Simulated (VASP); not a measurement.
Rh: relaxation of cell and atoms with r2SCAN

The system is Rh.

```
CELL_PARAMETERS angstrom
0.00000 1.90155 1.90155
1.90155 0.00000 1.90155
1.90155 1.90155 0.00000
ATOMIC_POSITIONS crystal
Rh 0.00000 0.00000 0.00000
```

| Quantity | Value |
| --- | --- |
| Program | VASP 6.6.1 |
| Task | relaxation of cell and atoms |
| Functional | r2SCAN |
| Potentials or basis | VASP PAW PBE potentials, release 64 (Rh_pv) |
| Cutoff | 600 eV |
| k mesh | 14 × 14 × 14 |
| Occupations | fermi-dirac, width 0.1 eV |
| Spin | no spin polarisation |
| Dipole correction | no |
| Further INCAR settings | ALGO = Normal; EDIFF = 1e-06; IBRION = 2; EDIFFG = -0.01; NSW = 80; ISIF = 3 |

```json
{
 "Relaxed volume": "13.79 Å³/atom",
 "Relaxed cell": "a = 2.692 Å, b = 2.692 Å, c = 2.692 Å, α = 60.00°, β = 60.00°, γ = 60.00°",
 "Space group after relaxing (to 0.05 Å)": "Fm-3m (No. 225)",
 "Energy gained by relaxing": "0.1 meV/atom",
 "Ionic steps": "3",
 "Pressure after relaxing": "0.0 GPa"
}
```

Final structure:
```
CELL_PARAMETERS angstrom
0.00000 1.90332 1.90332
1.90332 0.00000 1.90332
1.90332 1.90332 0.00000
ATOMIC_POSITIONS crystal
Rh 0.00000 0.00000 0.00000
```

Levels at points of the mesh, in eV from the Fermi level:
| k point | band 5 | band 6 | band 7 | band 8 | band 9 | band 10 |
| --- | --- | --- | --- | --- | --- | --- |
| (0.00, 0.00, 0.00) | -3.15 | -3.15 | -3.15 | -1.06 | -1.06 | 16.72 |
| (0.50, 0.00, 0.00) | -3.26 | -3.26 | 0.60 | 0.60 | 0.91 | 9.06 |
| (0.50, 0.50, 0.00) | -6.14 | 0.52 | 1.05 | 1.05 | 3.48 | 12.84 |

It took 2.5 min on 1 thread of Intel(R) Xeon(R) Platinum 8259CL CPU @ 2.50GHz (Skylake/Cascade Lake) (shared host), peak memory 0.16 GiB.

Caveat: the PAW data sets were made with another functional, which shifts forces and pressure a little.
